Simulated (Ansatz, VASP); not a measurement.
# One calculation of Be3TeSe2, two programs

```
CELL_PARAMETERS angstrom
3.63483 0.00000 0.00000
-1.81741 3.14785 0.00000
0.00000 0.00000 10.97629
ATOMIC_POSITIONS crystal
Be 0.00000 0.00000 0.65448
Be 0.33333 0.66667 0.34181
Be 0.66667 0.33333 0.77494
Te 0.00000 0.00000 0.44309
Se 0.33333 0.66667 0.15172
Se 0.00000 0.00000 0.84906
```

Alike in both runs: functional PBE; k mesh 6 × 6 × 2; occupations gaussian, width 0.1 eV; no spin polarisation.

Ansatz relaxed the structure, and its values are those at the end. VASP's run is a single point on that final structure, the one shown.

|  | VASP | Ansatz |
| --- | --- | --- |
| version | VASP 6.6.1 | Ansatz 0.2.0 |
| potentials or method | VASP PAW PBE potentials, release 64 (Be, Te, Se), cutoff 520 eV | scalar-relativistic, plane waves, PAW |
| valence electrons in the cell | 24 | 54 |

Ansatz gave:

- gap on the k mesh at the Fermi level (eV): none
- pressure (GPa): 0.0
- rms of the force components (eV/Å): 0.003

Problem. Which values does VASP return?

Solution. gap on the k mesh at the Fermi level (eV): none; pressure (GPa): 0.1; rms of the force components (eV/Å): 0.008.

A gap of «none» marks a metal or a gap that the smearing closes. VASP's potentials hold 24 valence electrons a cell and Ansatz's 54, so a difference there can come from the potentials and not from the codes.

Neither program's run includes spin-orbit coupling.
